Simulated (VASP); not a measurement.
# Al2BN3 (P3m1) in VASP: further runs

Al2BN3 is run at these levels: PBE; tasks: single point.

All numbers are computed with VASP 6.6.1; they aren't measurements. Logs are shortened: lines on timing, memory, paths and dates and some standing lists are left out, and cuts for length are marked.

**1. The cell of the first run**

It takes space group P3m1 (No. 156, trigonal). Conventional cell: a = 2.968 Å, b = 2.968 Å, c = 14.405 Å, α = 90.00°, β = 90.00°, γ = 120.00°. Within 2.5 Å of Al (site symmetry 3m) lie 4 N at 1.85 to 1.88 Å. Al (site symmetry 3m) has 4 N at 1.84 to 1.91 Å within 2.4 Å. Within 2.4 Å of Al (site symmetry 3m) lie 4 N at 1.84 to 1.88 Å. Al (site symmetry 3m) has 4 N at 1.85 to 1.91 Å within 2.5 Å. Within 2.0 Å of B (site symmetry 3m) lie 4 N at 1.52 to 1.79 Å. Within 2.0 Å of B (site symmetry 3m) lie 4 N at 1.52 to 1.79 Å. N (site symmetry 3m) has 1 B at 1.52 Å and 3 Al at 1.84 Å within 2.0 Å. Within 2.0 Å of N (site symmetry 3m) lie 1 B at 1.52 Å and 3 Al at 1.84 Å.

**2. Single point, PBE**

File INCAR:

```
ALGO = Normal ; EDIFF = 1E-7
ENCUT = 520 ; GGA = PE
ISIF = 2 ; ISMEAR = 0
LASPH = T ; LCHARG = T
LELF = T ; LREAL = F
LVHAR = T ; LWAVE = F
NBANDS = 36 ; NELM = 100
PREC = Accurate ; SIGMA = 0.1
```

File KPOINTS:

```
k-points
0
Gamma
  6 6 1
```

File POSCAR:

```
Al2BN3
1.0
    2.9677189417      0.0000000027      0.0000000000
   -1.4838594732      2.5701199935      0.0000000000
    0.0000000000      0.0000000000     14.4053098506
Al B N
4 2 6
Direct
    0.6666666667      0.3333333333      0.6649361141
    0.3333333333      0.6666666667      0.1648081405
    0.3333333333      0.6666666667      0.4858969892
    0.3333333333      0.6666666667      0.8438202065
    0.6666666667      0.3333333333      0.0129905625
    0.6666666667      0.3333333333      0.3340022440
    0.6666666667      0.3333333333      0.1184862840
    0.6666666667      0.3333333333      0.4395069256
    0.6666666667      0.3333333333      0.7956021959
    0.3333333333      0.6666666667      0.2971651424
    0.3333333333      0.6666666667      0.6165579175
    0.3333333333      0.6666666667      0.9762272777
```

Potentials or basis: VASP PAW PBE potentials, release 64 (Al, B, N).

Run with:

```sh
> cat potpaw_PBE.64/Al/POTCAR potpaw_PBE.64/B/POTCAR potpaw_PBE.64/N/POTCAR > POTCAR
> mpirun -np 1 vasp_std > vasp.out
```

OUTCAR:

```text
EDIFF = 1E-7
   ENCUT = 520
   GGA = PE
   ISIF = 2
   ISMEAR = 0
   LASPH = T
   LREAL = F
   NELM = 100
   PREC = Accurate

 ion  position               nearest neighbor table
   1  0.667  0.333  0.665-  11 1.85  11 1.85  11 1.85   9 1.88   4 3.09   4 3.09   4 3.09   3 3.10
                             3 3.10   3 3.10
   2  0.333  0.667  0.165-   7 1.84   7 1.84   7 1.84  10 1.91
   3  0.333  0.667  0.486-   8 1.84   8 1.84   8 1.84  11 1.88   1 3.10   1 3.10   1 3.10
   4  0.333  0.667  0.844-   9 1.85   9 1.85   9 1.85  12 1.91   1 3.09   1 3.09   1 3.09
   5  0.667  0.333  0.013-   7 1.52  12 1.79  12 1.79  12 1.79
   6  0.667  0.333  0.334-   8 1.52  10 1.79  10 1.79  10 1.79
   7  0.667  0.333  0.118-   5 1.52   2 1.84   2 1.84   2 1.84
   8  0.667  0.333  0.440-   6 1.52   3 1.84   3 1.84   3 1.84
   9  0.667  0.333  0.796-   4 1.85   4 1.85   4 1.85   1 1.88
  10  0.333  0.667  0.297-   6 1.79   6 1.79   6 1.79   2 1.91
  11  0.333  0.667  0.617-   1 1.85   1 1.85   1 1.85   3 1.88
  12  0.333  0.667  0.976-   5 1.79   5 1.79   5 1.79   4 1.91

  LATTYP: Found a hexagonal cell.
 ALAT       =     2.9677189417
 C/A-ratio  =     4.8540007102

  Lattice vectors:

 A1 = (   2.9677189417,   0.0000000027,   0.0000000000)
 A2 = (  -1.4838594732,   2.5701199935,   0.0000000000)
 A3 = (   0.0000000000,   0.0000000000,  14.4053098506)

Analysis of symmetry for initial positions (statically):
=====================================================================
 Subroutine PRICEL returns:
 Original cell was already a primitive cell.

 Routine SETGRP: Setting up the symmetry group for a
 hexagonal supercell.

 Subroutine GETGRP returns: Found  6 space group operations
 (whereof  6 operations were pure point group operations)
 out of a pool of 24 trial point group operations.

The static configuration has the point symmetry C_3v.

Analysis of symmetry for dynamics (positions and initial velocities):
=====================================================================
 Subroutine PRICEL returns:
 Original cell was already a primitive cell.

 Routine SETGRP: Setting up the symmetry group for a
 hexagonal supercell.

 Subroutine GETGRP returns: Found  6 space group operations
 (whereof  6 operations were pure point group operations)
 out of a pool of 24 trial point group operations.

The dynamic configuration has the point symmetry C_3v.

 Subroutine INISYM returns: Found  6 space group operations
 (whereof  6 operations are pure point group operations),
 and found     1 'primitive' translations

----------------------------------------------------------------------------------------

                                     Primitive cell

  volume of cell :     109.8750

  direct lattice vectors                    reciprocal lattice vectors
     2.967718942  0.000000003  0.000000000     0.336959132  0.194543446  0.000000000
    -1.483859473  2.570119994  0.000000000    -0.000000000  0.389086892  0.000000000
     0.000000000  0.000000000 14.405309851     0.000000000  0.000000000  0.069418847

  length of vectors
     2.967718942  2.967718942 14.405309851     0.389086892  0.389086892  0.069418847

  position of ions in fractional coordinates (direct lattice)
     0.666666667  0.333333333  0.664936114
     0.333333333  0.666666667  0.164808140
     0.333333333  0.666666667  0.485896989
     0.333333333  0.666666667  0.843820206
     0.666666667  0.333333333  0.012990563
     0.666666667  0.333333333  0.334002244
     0.666666667  0.333333333  0.118486284
     0.666666667  0.333333333  0.439506926
     0.666666667  0.333333333  0.795602196
     0.333333333  0.666666667  0.297165142
     0.333333333  0.666666667  0.616557918
     0.333333333  0.666666667  0.976227278

  ion indices of the primitive-cell ions
   primitive index   ion index
                 1           1
                 2           2
                 3           3
                 4           4
                 5           5
                 6           6
                 7           7
                 8           8
                 9           9
                10          10
                11          11
                12          12

----------------------------------------------------------------------------------------

 KPOINTS: k-points

Automatic generation of k-mesh.
 Grid dimensions read from file:
 generate k-points for:    6    6    1

 Generating k-lattice:

  Cartesian coordinates                     Fractional coordinates (reciprocal lattice)
     0.056159855  0.032423908  0.000000000     0.166666667 -0.000000000  0.000000000
    -0.000000000  0.064847815  0.000000000     0.000000000  0.166666667  0.000000000
     0.000000000  0.000000000  0.069418847     0.000000000  0.000000000  1.000000000

  Length of vectors
     0.064847815  0.064847815  0.069418847

  Shift w.r.t. Gamma in fractional coordinates (k-lattice)
     0.000000000  0.000000000  0.000000000

 Subroutine IBZKPT returns following result:
 ===========================================

 Found      7 irreducible k-points:

 Following reciprocal coordinates:
            Coordinates               Weight
  0.000000  0.000000  0.000000      1.000000
  0.166667  0.000000  0.000000      6.000000
  0.333333  0.000000  0.000000      6.000000
  0.500000 -0.000000  0.000000      3.000000
  0.166667  0.166667  0.000000      6.000000
  0.333333  0.166667  0.000000     12.000000
  0.333333  0.333333  0.000000      2.000000
   k-points           NKPTS =      7   k-points in BZ     NKDIM =      7   number of bands    NBANDS=     36
   number of dos      NEDOS =    301   number of ions     NIONS =     12
   total plane-waves  NPLWV =  62208
   dimension x,y,z NGX =    24 NGY =   24 NGZ =  108
   dimension x,y,z NGXF=    48 NGYF=   48 NGZF=  216
   ions per type =               4   2   6
   NGX,Y,Z   is equivalent  to a cutoff of  13.44, 13.44, 12.46 a.u.
   NGXF,Y,Z  is equivalent  to a cutoff of  26.89, 26.89, 24.93 a.u.
 SYSTEM =  unknown system
   PREC   = accura    normal or accurate (medium, high low for compatibility)
   ISTART =      0    job   : 0-new  1-cont  2-samecut
   ICHARG =      2    charge: 1-file 2-atom 10-const
   ISPIN  =      1    spin polarized calculation?
   LNONCOLLINEAR =      F non collinear calculations
   LSORBIT =      F    spin-orbit coupling
   LASPH  =      T    aspherical Exc in radial PAW
   ENCUT  =  520.0 eV  38.22 Ry    6.18 a.u.   5.52  5.52 26.78*2*pi/ulx,y,z
   NELM   =    100;   NELMIN=  2; NELMDL= -5     # of ELM steps
   EDIFF  = 0.1E-06   stopping-criterion for ELM
   LREAL  =      F    real-space projection
   EDIFFG = 0.1E-05   stopping-criterion for IOM
   NSW    =      0    number of steps for IOM
   IBRION =     -1    ionic relax: 0-MD 1-quasi-New 2-CG
   NFREE  =      0    steps in history (QN), initial steepest desc. (CG)
   ISIF   =      2    stress and relaxation
   ISYM   =      2    0-nonsym 1-usesym 2-fastsym
   POTIM  = 0.5000    time-step for ionic-motion
   TEBEG  =    0.0;   TEEND  =   0.0 temperature during run
   PSTRESS=    0.0 pullay stress
   NELECT =      48.0000    total number of electrons
   NUPDOWN=      -1.0000    fix difference up-down
   EMIN   =  10.00;   EMAX   =-10.00  energy-range for DOS
   EFERMI =   0.00;   METHOD = LEGACY
   ISMEAR =     0;   SIGMA  =   0.10  broadening in eV -4-tet -1-fermi 0-gaus
   EFERMI_NEDOS =   21; number of points for ismear=-14 and -15
   IALGO  =     38    algorithm
   IMIX   =      4    mixing-type and parameters
     AMIX     =   0.40;   BMIX     =  1.00
     AMIX_MAG =   1.60;   BMIX_MAG =  1.00
  volume/ion in A,a.u.               =       9.16        61.79
  Fermi-wavevector in a.u.,A,eV,Ry     =   1.242193  2.347404 20.994372  1.543043
  Thomas-Fermi vector in A             =   2.376558
   LORBIT       =      0    0 simple, 1 ext, 2 COOP (PROOUT), +10 PAW based schemes
   GGA     = PE    functional components
   LHFCALC =     F    Hartree Fock is set to
   AEXX    =    0.0000 exact exchange contribution
   IVDW    =     0    specifies the selected vdW correction
   LEPSILON=     F    determine dielectric tensor
   LRPA    =     F    only Hartree local field effects (RPA)
 non-spin polarized calculation
 Gauss-broadening in eV      SIGMA  =   0.10
  energy-cutoff  :      520.00
  volume of cell :      109.87
 maximum number of plane-waves:      2995
 NGX is ok and might be reduce to    24
   NGX = 11   NGY = 11   NGZ = 53

 number of electron      48.0000005 magnetization

 Free energy of the ion-electron system (eV)
  ---------------------------------------------------
  ext. energy  EPLUGINS =         0.00000000
  ---------------------------------------------------
  free energy    TOTEN  =       -90.83006680 eV

  energy without entropy =      -90.83006680  energy(sigma->0) =      -90.83006680

 E-fermi :   6.8233     XC(G=0): -11.2560

 val. band max:        6.3082067556   @ k =   0.0000   0.0000   0.0000
 cond. band min:      10.6303732826   @ k =   0.0000   0.0000   0.0000
 fundamental gap:      4.3221665270
 Fermi energy:         6.8232915662

 k-point     1 :       0.0000    0.0000    0.0000
  band No.  band energies     occupation
      1     -10.3942      2.00000
      2     -10.0568      2.00000
      3      -9.2631      2.00000
      4      -8.3547      2.00000
      5      -8.1000      2.00000
      6      -7.3469      2.00000
[... 28 lines left out ...]
     35      15.3238      0.00000
     36      16.0582      0.00000

 k-point     2 :       0.1667    0.0000    0.0000
  band No.  band energies     occupation
      1     -10.0053      2.00000
      2      -9.6835      2.00000
      3      -8.8809      2.00000
      4      -8.0326      2.00000
      5      -7.7983      2.00000
      6      -7.1171      2.00000
[... 187 lines left out ...]
 k-point     7 :       0.3333    0.3333    0.0000
  band No.  band energies     occupation
      1      -7.7969      2.00000
      2      -7.6324      2.00000
      3      -6.8363      2.00000
      4      -6.7754      2.00000
      5      -6.6638      2.00000
      6      -6.6257      2.00000
[... 28 lines left out ...]
     35      16.2300      0.00000
     36      16.4820      0.00000

------------------------ aborting loop because EDIFF is reached ----------------------------------------

  FORCE on cell =-STRESS in cart. coord.  units (eV):
  Direction    XX          YY          ZZ          XY          YZ          ZX
  --------------------------------------------------------------------------------------
  -------------------------------------------------------------------------------------
  Total       -0.1672251     -0.1672251     -0.1330693      0.0000000      0.0000000      0.0000000
  in kB       -2.4384466     -2.4384466     -1.9403936      0.0000000      0.0000000      0.0000000
  external PRESSURE =      -2.2724289 kB  Pullay stress =       0.0000000 kB

 VOLUME and BASIS-vectors are now :
 -----------------------------------------------------------------------------
  energy-cutoff  :      520.00
  volume of cell :      109.87
      direct lattice vectors                 reciprocal lattice vectors
     2.967718942  0.000000003  0.000000000     0.336959132  0.194543446  0.000000000
    -1.483859473  2.570119994  0.000000000    -0.000000000  0.389086892  0.000000000
     0.000000000  0.000000000 14.405309851     0.000000000  0.000000000  0.069418847

 POSITION                                       TOTAL-FORCE (eV/Angst)
 -----------------------------------------------------------------------------------
      1.48386      0.85671      9.57861         0.000000      0.000000     -0.003672
     -0.00000      1.71341      2.37411         0.000000      0.000000      0.006954
     -0.00000      1.71341      6.99950         0.000000      0.000000      0.002576
     -0.00000      1.71341     12.15549        -0.000000     -0.000000     -0.006418
      1.48386      0.85671      0.18713         0.000000      0.000000     -0.025620
      1.48386      0.85671      4.81141        -0.000000     -0.000000     -0.029345
      1.48386      0.85671      1.70683        -0.000000      0.000000      0.033088
      1.48386      0.85671      6.33123         0.000000      0.000000      0.030968
      1.48386      0.85671     11.46090        -0.000000      0.000000      0.004575
     -0.00000      1.71341      4.28076         0.000000     -0.000000     -0.008147
     -0.00000      1.71341      8.88171         0.000000      0.000000      0.006430
     -0.00000      1.71341     14.06286        -0.000000      0.000000     -0.011388
 -----------------------------------------------------------------------------------
    total drift:                                0.000000      0.000000     -0.000664

  FREE ENERGIE OF THE ION-ELECTRON SYSTEM (eV)
  ---------------------------------------------------
  free  energy   TOTEN  =       -90.8300668025 eV

  energy  without entropy=      -90.8300668025  energy(sigma->0) =      -90.83006680
```

It took 35 s on 1 thread of Intel Xeon Platinum 8375C at 2.90GHz (Ice Lake), shared host; peak memory 0.24 GiB.

Results:

| Property | Result |
| --- | --- |
| Free energy | -90.8301 eV |
| Pressure | -0.2 GPa |
| Largest force | 0.033 eV/Å |
| Band gap on the k mesh | 4.32 eV |

Forces on the atoms (eV/Å):
```
Al   0.000  0.000 -0.004
Al   0.000  0.000  0.007
Al   0.000  0.000  0.003
Al   0.000  0.000 -0.006
B    0.000  0.000 -0.026
B    0.000  0.000 -0.029
N    0.000  0.000  0.033
N    0.000  0.000  0.031
N    0.000  0.000  0.005
N    0.000  0.000 -0.008
N    0.000  0.000  0.006
N    0.000  0.000 -0.011
```

Caveat: the k points lie up to 0.44 Å⁻¹ apart; an odd mesh through Γ misses points on the zone boundary, where band edges can lie.

**3. Single point, PBE**

This run uses another cell than the first one, of 11.64 Å³/atom.

File INCAR:

```
SYSTEM = Al2BN3
ALGO = Normal
EDIFF = 1E-6
ENCUT = 520
GGA = PE
ISIF = 2
ISMEAR = 0
LASPH = .True.
LCHARG = .True.
LELF = .True.
LREAL = .False.
LVHAR = .True.
LWAVE = .False.
NBANDS = 36
NELM = 80
PREC = Accurate
SIGMA = 0.1
```

File KPOINTS:

```
k-points
0
Gamma
  6 6 1
  0 0 0
```

File POSCAR:

```
Al2BN3
1.0
    3.1898548300      0.0000000000      0.0000000000
   -1.5949274200      2.7624953200      0.0000000000
    0.0000000000      0.0000000000     15.8448738300
Al B N
4 2 6
Direct
    0.6666666700      0.3333333300      0.6666666700
    0.3333333300      0.6666666700      0.1666666700
    0.3333333300      0.6666666700      0.5000000000
    0.3333333300      0.6666666700      0.8333333300
    0.6666666700      0.3333333300      0.0000000000
    0.6666666700      0.3333333300      0.3333333300
    0.6666666700      0.3333333300      0.1250000000
    0.6666666700      0.3333333300      0.4583333300
    0.6666666700      0.3333333300      0.7916666700
    0.3333333300      0.6666666700      0.2916666700
    0.3333333300      0.6666666700      0.6250000000
    0.3333333300      0.6666666700      0.9583333300
```

Potentials or basis: VASP PAW PBE potentials, release 64 (Al, B, N).

Run with:

```sh
> cat potpaw_PBE.64/Al/POTCAR potpaw_PBE.64/B/POTCAR potpaw_PBE.64/N/POTCAR > POTCAR
> mpirun -np 1 vasp_std > vasp.out
```

Run time: 39 s. Hardware: 1 thread of Intel Xeon Platinum 8375C at 2.90GHz (Ice Lake), shared host; peak memory 0.25 GiB.

The run converged. Its results:

```yaml
Free_energy: -85.7093 eV
Pressure: -31.4 GPa
Largest_force: 2.100 eV/Å
Band_gap_on_the_k_mesh: 2.18 eV
```

Forces on the atoms (eV/Å):
```
Al   0.000  0.000 -0.082
Al   0.000  0.000 -1.134
Al   0.000  0.000 -1.022
Al   0.000  0.000 -0.211
B    0.000  0.000  0.605
B    0.000  0.000  0.586
N    0.000  0.000 -1.566
N    0.000  0.000 -1.598
N    0.000  0.000  0.131
N    0.000  0.000  2.100
N    0.000  0.000  0.111
N    0.000  0.000  2.080
```

Stress tensor (GPa, compression positive):
```
-29.69   0.00   0.00
  0.00 -29.69   0.00
  0.00   0.00 -34.88
```

Levels at points of the mesh, in eV from the valence-band top:
```csv
k point,band 22,band 23,band 24,band 25,band 26,band 27
"(0.00, 0.00, 0.00)",-0.12,0.00,0.00,2.18,2.94,3.94
"(0.50, 0.00, 0.00)",-1.23,-0.90,-0.68,3.51,3.80,4.47
```

Caveat: the cell stands under tension; forces of over 1 eV/Å act on the atoms, so gaps and moduli don't describe the material at rest.

(Continued in part 2 of 2.)
